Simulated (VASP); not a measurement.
Runs of VASP 6.6.1 on VSi. The structure is that of space group P4/mmm (No. 123), or close to it. The cells are those of the table. 

| task | spin | cell | k mesh | cutoff (eV) | gap on the mesh (eV) | pressure (GPa) | relaxed volume (Å³/atom) |
| --- | --- | --- | --- | --- | --- | --- | --- |
| single point | off | a = 2.627, b = 2.627, c = 3.721 Å, 2 atoms | 22 × 22 × 14 | 520 | none | (a) | - |
| relaxation of cell and atoms | off | relaxed from a = 2.607, b = 2.607, c = 3.747 Å, 2 atoms | 22 × 22 × 14 | 600 | none | 0.0 | 12.84 |
| relaxation of cell and atoms | off | relaxed from a = 2.810, b = 2.810, c = 3.683 Å, 2 atoms | 6 × 6 × 6 | 600 | none | 0.0 | 12.74 |
| single point | off | a = 2.607, b = 2.607, c = 3.747 Å, 2 atoms | 6 × 6 × 6 | 520 | none | 0.2 | - |
| single point | collinear, ferromagnetic start | a = 2.810, b = 2.810, c = 3.683 Å, 2 atoms | 6 × 6 × 6 | 520 | none | (b) | - |

Alike in all rows: level PBE; potentials or basis VASP PAW PBE potentials, release 64 (V_sv, Si); smearing gaussian 0.1 eV.

Task: Fill in the values left out.

Result: (a) 0.1; (b) -16.5.

Caveats: some runs use coarse meshes.

A gap of «none» marks levels without a gap at the run's occupations.
